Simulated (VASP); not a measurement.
# V (Fm-3m) in VASP: notebook, part 2 of 2

VASP 6.6.1.

**5. Electric field gradients, r2SCAN, collinear spin, ferromagnetic start**

Input file POSCAR:

```
V
1.0
    0.0000000000      1.8950000000      1.8950000000
    1.8950000000      0.0000000000      1.8950000000
    1.8950000000      1.8950000000      0.0000000000
V
1
Direct
    0.0000000000      0.0000000000      0.0000000000
```

Input file INCAR.step1:

```
PREC = Accurate
ENCUT = 520
ISMEAR = -1
SIGMA = 0.05
LREAL = False
LASPH = True
NELM = 150
ISPIN = 2
MAGMOM = 1.5
LMAXMIX = 4
NBANDS = 16
GGA = PE
ALGO = Normal
EDIFF = 1E-4
LWAVE = True
LCHARG = False
```

Input file INCAR.step2:

```
PREC = Accurate
ENCUT = 520
EDIFF = 1E-8
ISMEAR = -1
SIGMA = 0.05
LREAL = False
LASPH = True
NELM = 150
ALGO = Normal
ISIF = 2
LWAVE = False
LCHARG = False
ISPIN = 2
MAGMOM = 1.5
LORBIT = 11
LMAXMIX = 4
METAGGA = R2SCAN
LMIXTAU = True
LEFG = True
NBANDS = 16
ISTART = 1
```

Input file KPOINTS:

```
regular mesh
0
Gamma
  16 16 16
```

Potentials or basis: VASP PAW PBE potentials, release 64 (V_sv).

Command:

```sh
$ cat potpaw_PBE.64/V_sv/POTCAR > POTCAR
$ cp INCAR.step1 INCAR
$ mpirun -np 1 vasp_std > vasp.out
$ cp INCAR.step2 INCAR
$ mpirun -np 1 vasp_std > vasp.out
```

OUTCAR:

```text
PREC = Accurate
   ENCUT = 520
   EDIFF = 1E-8
   ISMEAR = -1
   LREAL = False
   LASPH = True
   NELM = 150
   ISIF = 2
   ISPIN = 2
   LORBIT = 11
   METAGGA = R2SCAN
   ISTART = 1

 ion  position               nearest neighbor table
   1  0.000  0.000  0.000-

  LATTYP: Found a face centered cubic cell.
 ALAT       =     3.7900000000

  Lattice vectors:

 A1 = (   0.0000000000,   1.8950000000,   1.8950000000)
 A2 = (   1.8950000000,   0.0000000000,   1.8950000000)
 A3 = (   1.8950000000,   1.8950000000,   0.0000000000)

Analysis of symmetry for initial positions (statically):
=====================================================================
 Subroutine PRICEL returns:
 Original cell was already a primitive cell.

 Routine SETGRP: Setting up the symmetry group for a
 face centered cubic supercell.

 Subroutine GETGRP returns: Found 48 space group operations
 (whereof 48 operations were pure point group operations)
 out of a pool of 48 trial point group operations.

The static configuration has the point symmetry O_h .

Analysis of symmetry for dynamics (positions and initial velocities):
=====================================================================
 Subroutine PRICEL returns:
 Original cell was already a primitive cell.

 Routine SETGRP: Setting up the symmetry group for a
 face centered cubic supercell.

 Subroutine GETGRP returns: Found 48 space group operations
 (whereof 48 operations were pure point group operations)
 out of a pool of 48 trial point group operations.

The dynamic configuration has the point symmetry O_h .

Analysis of structural, dynamic, and magnetic symmetry:
=====================================================================
 Subroutine PRICEL returns:
 Original cell was already a primitive cell.

 Routine SETGRP: Setting up the symmetry group for a
 face centered cubic supercell.

 Subroutine GETGRP returns: Found 48 space group operations
 (whereof 48 operations were pure point group operations)
 out of a pool of 48 trial point group operations.

The overall configuration has the point symmetry O_h .

 Subroutine INISYM returns: Found 48 space group operations
 (whereof 48 operations are pure point group operations),
 and found     1 'primitive' translations

----------------------------------------------------------------------------------------

                                     Primitive cell

  volume of cell :      13.6100

  direct lattice vectors                    reciprocal lattice vectors
     0.000000000  1.895000000  1.895000000    -0.263852243  0.263852243  0.263852243
     1.895000000  0.000000000  1.895000000     0.263852243 -0.263852243  0.263852243
     1.895000000  1.895000000  0.000000000     0.263852243  0.263852243 -0.263852243

  length of vectors
     2.679934701  2.679934701  2.679934701     0.457005490  0.457005490  0.457005490

  position of ions in fractional coordinates (direct lattice)
     0.000000000  0.000000000  0.000000000

  ion indices of the primitive-cell ions
[... 95 lines left out ...]
  volume/ion in A,a.u.               =      13.61        91.84
  Fermi-wavevector in a.u.,A,eV,Ry     =   1.612266  3.046741 35.367013  2.599402
  Thomas-Fermi vector in A             =   2.707524
   LORBIT       =     11    0 simple, 1 ext, 2 COOP (PROOUT), +10 PAW based schemes
   METAGGA = R2SCAN    functional components
   LHFCALC =     F    Hartree Fock is set to
   AEXX    =    0.0000 exact exchange contribution
   IVDW    =     0    specifies the selected vdW correction
   LEPSILON=     F    determine dielectric tensor
   LRPA    =     F    only Hartree local field effects (RPA)
 spin polarized calculation
  energy-cutoff  :      520.00
  volume of cell :       13.61
 maximum number of plane-waves:       380
   NGX =  9   NGY =  9   NGZ =  9

 number of electron      13.0000007 magnetization       0.0000001

 number of electron      13.0000007 magnetization      -0.0000000

 Free energy of the ion-electron system (eV)
  ---------------------------------------------------
  ext. energy  EPLUGINS =         0.00000000
  ---------------------------------------------------
  free energy    TOTEN  =       -13.89487080 eV

  energy without entropy =      -13.88299870  energy(sigma->0) =      -13.88893475

 E-fermi :   9.8837     XC(G=0): -14.0062

 val. band max:        9.8611878804   @ k =   0.4375   0.1250   0.0000
 cond. band min:       9.8845748598   @ k =   0.3750   0.1875   0.0000
 fundamental gap:      0.0233869794
 Fermi energy:         9.8837087831

 spin component 1

 k-point     1 :       0.0000    0.0000    0.0000
  band No.  band energies     occupation
      1     -56.8167      1.00000
      2     -28.9903      1.00000
      3     -28.9903      1.00000
      4     -28.9902      1.00000
      5       2.4984      1.00000
      6      10.0551      0.03145
[... 435 lines left out ...]
      5       2.9068      1.00000
      6       9.8188      0.78549
[... 8 lines left out ...]
     15      38.2882      0.00000
     16      39.5647      0.00000

 [... further k-points ...]

 spin component 2

 k-point     1 :       0.0000    0.0000    0.0000
  band No.  band energies     occupation
      1     -56.8167      1.00000
      2     -28.9903      1.00000
      3     -28.9903      1.00000
      4     -28.9902      1.00000
      5       2.4984      1.00000
      6      10.0551      0.03145
[... 435 lines left out ...]
      5       2.9068      1.00000
      6       9.8188      0.78549
[... 8 lines left out ...]
     15      38.2882      0.00000
     16      39.5647      0.00000

 [... further k-points ...]

------------------------ aborting loop because EDIFF is reached ----------------------------------------

  FORCE on cell =-STRESS in cart. coord.  units (eV):
  Direction    XX          YY          ZZ          XY          YZ          ZX
  --------------------------------------------------------------------------------------
  -------------------------------------------------------------------------------------
  Total        0.1878758      0.1878758      0.1878758     -0.0000000     -0.0000000     -0.0000000
  in kB       22.1168715     22.1168715     22.1168715     -0.0000000     -0.0000000     -0.0000000
  external PRESSURE =      22.1168715 kB  Pullay stress =       0.0000000 kB

 VOLUME and BASIS-vectors are now :
 -----------------------------------------------------------------------------
  energy-cutoff  :      520.00
  volume of cell :       13.61
      direct lattice vectors                 reciprocal lattice vectors
     0.000000000  1.895000000  1.895000000    -0.263852243  0.263852243  0.263852243
     1.895000000  0.000000000  1.895000000     0.263852243 -0.263852243  0.263852243
     1.895000000  1.895000000  0.000000000     0.263852243  0.263852243 -0.263852243

 POSITION                                       TOTAL-FORCE (eV/Angst)
 -----------------------------------------------------------------------------------
      0.00000      0.00000      0.00000        -0.000000      0.000000      0.000000
 -----------------------------------------------------------------------------------
    total drift:                                0.000000      0.000000      0.000000

  FREE ENERGIE OF THE ION-ELECTRON SYSTEM (eV)
  ---------------------------------------------------
  free  energy   TOTEN  =       -13.8948708036 eV

  energy  without entropy=      -13.8829987029  energy(sigma->0) =      -13.88893475

 Electric field gradients (V/A^2)
---------------------------------------------------------------------
 ion       V_xx      V_yy      V_zz      V_xy      V_xz      V_yz
---------------------------------------------------------------------
   1       0.000    -0.000     0.000     0.001     0.001     0.001
---------------------------------------------------------------------

 Electric field gradients after diagonalization (V/A^2)
 (convention: |V_zz| > |V_xx| > |V_yy|)
----------------------------------------------------------------------
 ion       V_xx      V_yy      V_zz     asymmetry (V_yy - V_xx)/ V_zz
----------------------------------------------------------------------
   1      -0.001    -0.001     0.003       0.000
----------------------------------------------------------------------

           NMR quadrupolar parameters

 Cq : quadrupolar parameter    Cq=e*Q*V_zz/h
 eta: asymmetry parameters     (V_yy - V_xx)/ V_zz
 Q  : nuclear electric quadrupole moment in mb (millibarn)
----------------------------------------------------------------------
 ion       Cq(MHz)       eta       Q (mb)
----------------------------------------------------------------------
   1       0.000       0.000       1.000
----------------------------------------------------------------------

 total charge

# of ion       s       p       d       tot
------------------------------------------
    1        2.344   6.249   2.998  11.591

 magnetization (x)

# of ion       s       p       d       tot
------------------------------------------
    1       -0.000  -0.000  -0.000  -0.000
```

Wall time 2 min (1 thread of Intel Xeon 6975P-C (Granite Rapids), shared host); peak memory 0.16 GiB.

What came out:

| Property | Result |
| --- | --- |
| Free energy | -13.8949 eV |
| Pressure | 2.2 GPa |
| Net moment | 0.00 μB per cell |
| Largest electric field gradient by atom | zero within the noise of the run |
| Valence electrons inside the program's atomic spheres | V 11.59 |

Caveat: the PAW data sets were made with another functional, which shifts forces and pressure a little.

**6. The runs side by side**

```csv
task,level,potentials or basis,spin,k mesh for the DOS,occupations for the DOS,gap on the mesh (eV),pressure (GPa),moment (μB)
single point,PBE,"VASP PAW PBE potentials, release 64 (V_sv)",off,24 × 24 × 24,tetrahedron,-,-,-
electric field gradients,LDA,"VASP PAW LDA potentials, release 64 (V_sv)","collinear, ferromagnetic start",-,-,none,-8.6,0.00
electric field gradients,PBEsol,"VASP PAW PBE potentials, release 64 (V_sv)","collinear, ferromagnetic start",-,-,none,-2.8,0.00
electric field gradients,r2SCAN,"VASP PAW PBE potentials, release 64 (V_sv)","collinear, ferromagnetic start",-,-,none,2.2,0.00
```

Alike in all rows: cell as given; k mesh 16 × 16 × 16; cutoff (eV) 520; smearing fermi-dirac 0.05 eV.

Caveats: the PAW data sets were made with another functional, which shifts forces and pressure a little (at least some runs); the cell stands under tension (at least some runs).

Absolute energies hang on the potentials; compare differences alone.
